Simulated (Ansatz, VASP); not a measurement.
## Two plane-wave programs on FeGe

```
CELL_PARAMETERS angstrom
4.39869 0.00000 0.00000
0.00000 4.39869 0.00000
0.00000 0.00000 4.39869
ATOMIC_POSITIONS crystal
Fe 0.13884 0.13884 0.13884
Fe 0.36116 0.86116 0.63884
Fe 0.63884 0.36116 0.86116
Fe 0.86116 0.63884 0.36116
Ge 0.84035 0.84035 0.84035
Ge 0.65965 0.15965 0.34035
Ge 0.34035 0.65965 0.15965
Ge 0.15965 0.34035 0.65965
```

Alike in both runs: functional LDA; k mesh 10 × 10 × 10; occupations gaussian, width 0.03 eV; no spin polarisation.

Ansatz relaxed the structure, and its values are those at the end. VASP's run is a single point on that final structure, the one shown.

|  | VASP | Ansatz |
| --- | --- | --- |
| version | VASP 6.6.1 | Ansatz 0.2.0 |
| potentials or method | VASP PAW LDA potentials, release 64 (Fe, Ge_d), cutoff 520 eV | scalar-relativistic, plane waves, PAW |
| valence electrons in the cell | 88 | 120 |

Ansatz gave:

```
gap on the k mesh at the Fermi level (eV) : 0.09
least direct gap on the mesh (eV)         : 0.13
pressure (GPa)                            : 24.4
rms of the force components (eV/Å)        : 0.000
```

Which values does VASP return?

gap on the k mesh at the Fermi level (eV): 0.08; least direct gap on the mesh (eV): 0.13; pressure (GPa): 25.9; rms of the force components (eV/Å): 0.023.

LDA's correlation is that of Perdew and Zunger in VASP and of Perdew and Wang (1992) in Ansatz. VASP's potentials hold 88 valence electrons a cell and Ansatz's 120, so a difference there can come from the potentials and not from the codes. Ansatz's warnings: stress scf threshold loose.
